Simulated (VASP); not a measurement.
A run of VASP 6.6.1:

Contents of INCAR:

```
  PREC = Accurate
  ENCUT = 520
  EDIFF = 1E-6
  ISMEAR = 0
  SIGMA = 0.05
  LREAL = F
  LASPH = T
  NELM = 100
  ALGO = Normal
  ISIF = 2
  LWAVE = F
  LCHARG = F
  GGA = PE
  IVDW = 12
  NBANDS = 20
```

The input KPOINTS:

```
regular mesh
0
Gamma
  12 12 12
```

POSCAR

```
MoS2
1.0
    1.6947099575      0.9784412502      5.9965349799
   -1.6947099575      0.9784412502      5.9965349799
    0.0000000000     -1.9568825004      5.9965349799
Mo S
1 2
Direct
    0.0000172715      0.0000172715      0.0000172715
    0.7535591261      0.7535591261      0.7535591261
    0.5797236023      0.5797236023      0.5797236023
```

Potentials or basis: VASP PAW PBE potentials, release 64 (Mo_sv, S).

The run is started by

```bash
$ cat potpaw_PBE.64/Mo_sv/POTCAR potpaw_PBE.64/S/POTCAR > POTCAR
$ mpirun -np 1 vasp_std > vasp.out
```

Hardware: 1 thread of Intel(R) Xeon(R) Platinum 8175M CPU @ 2.50GHz (Skylake/Cascade Lake), with other jobs on the host.

Problem. Estimate the wall time of this run.

Solution. Run time: 8 min on 1 thread of Intel(R) Xeon(R) Platinum 8175M CPU @ 2.50GHz (Skylake/Cascade Lake), with other jobs on the host, peak memory 0.48 GiB. Counts: scf iterations 14, k points 189.
